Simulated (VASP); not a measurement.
Write the native input for VASP 6.6.1 that does the following.

- Task: single point
- Functional: PBE
- Potentials or basis: VASP PAW PBE potentials, release 64 (Ir)
- Cutoff: 500 eV
- k mesh: 18 × 18 × 18
- Occupations: fermi-dirac, width 0.05 eV
- Spin: no spin polarisation
- Dipole correction: no
- Further INCAR settings: ALGO = Normal; EDIFF = 1e-06; NBANDS = 10

The structure of Ir lies in POSCAR:

```
Ir
1.0
    0.0000000000      1.8909045000      1.9197000000
    1.8909045000      0.0000000000      1.9197000000
    1.8909045000      1.8909045000      0.0000000000
Ir
1
Direct
    0.0000000000      0.0000000000      0.0000000000
```

This cell differs from its parent crystal: x and y stretched by -1.5 %, z held.

The input as run:

INCAR

```
SYSTEM = Ir
PREC = Accurate
ENCUT = 500
EDIFF = 1E-6
ISMEAR = -1
SIGMA = 0.05
LREAL = .FALSE.
LASPH = .TRUE.
NELM = 120
ALGO = Normal
ISIF = 2
LWAVE = .FALSE.
LCHARG = .FALSE.
GGA = PE
NBANDS = 10
GGA_COMPAT = .FALSE.
```

KPOINTS

```
regular mesh
0
G
  18 18 18
  0 0 0
```

Potentials or basis: VASP PAW PBE potentials, release 64 (Ir).

Command:

```sh
$ cat potpaw_PBE.64/Ir/POTCAR > POTCAR
$ mpirun -np 1 vasp_std > vasp.out
```

It gave:

The pressure is 22.6 GPa.

Caveat: the cell differs from its parent crystal (x and y stretched by -1.5 %, z held).

It took 80 s on 1 thread of Intel Xeon 8259CL, with other jobs on the host, peak memory 0.18 GiB.
